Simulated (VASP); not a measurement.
Write the native input for VASP 6.6.1 that does the following.

```yaml
Task: single point
Functional: PBEsol
Potentials_or_basis: VASP PAW PBE potentials, release 64 (C, W_sv)
Cutoff: 520 eV
k_mesh: 10 × 10 × 1
Occupations: gaussian, width 0.1 eV
Spin: no spin polarisation
Dipole_correction: yes
Further_INCAR_settings: ALGO = Normal; EDIFF = 1e-06; NBANDS = 38
```

The structure of W3C4 lies in POSCAR:

```
W3C4
1.0
    2.8276119036      0.0000000000      0.0000000000
    0.0000000000      2.8984136670      0.0000000000
    0.0000000000      0.0000000000     24.8568996880
C W
4 3
Direct
    0.5000000000      0.0000000000      0.3419573683
    0.5000000000      0.5000000000      0.4429393853
    0.5000000000      0.0000000000      0.5454507844
    0.0000000000      0.5000000000      0.6536451105
    0.0000000000      0.5000000000      0.3756180406
    0.0000000000      0.0000000000      0.4761065797
    0.0000000000      0.5000000000      0.5774987515
```

The input as run:

INCAR

```
ALGO = Normal ; DIPOL = 0.5 0.5 0.488
EDIFF = 1E-6 ; ENCUT = 520
GGA = PS ; IDIPOL = 3
ISIF = 2 ; ISMEAR = 0
LASPH = True ; LCHARG = False
LDIPOL = True ; LREAL = False
LWAVE = False ; NBANDS = 38
NELM = 80 ; PREC = Accurate
SIGMA = 0.1
```

KPOINTS

```
k-points
0
Gamma
  10 10 1
```

Potentials or basis: VASP PAW PBE potentials, release 64 (C, W_sv).

Launch:

```console
$ cat potpaw_PBE.64/C/POTCAR potpaw_PBE.64/W_sv/POTCAR > POTCAR
$ mpirun -np 1 vasp_std > vasp.out
```

Results of the run:

* Largest force: 2.610 eV/Å
* Band gap on the k mesh: zero (band 29 reaches -0.27 eV, above the bottom of band 30 at -1.07 eV)

Caveat: the PAW data sets were made with another functional, which shifts forces and pressure a little; spin-orbit coupling is left out, which moves the levels of the heavy elements.

It took 6.3 min on 1 thread of Intel(R) Xeon(R) 6975P-C (Granite Rapids) (shared host), peak memory 0.44 GiB.
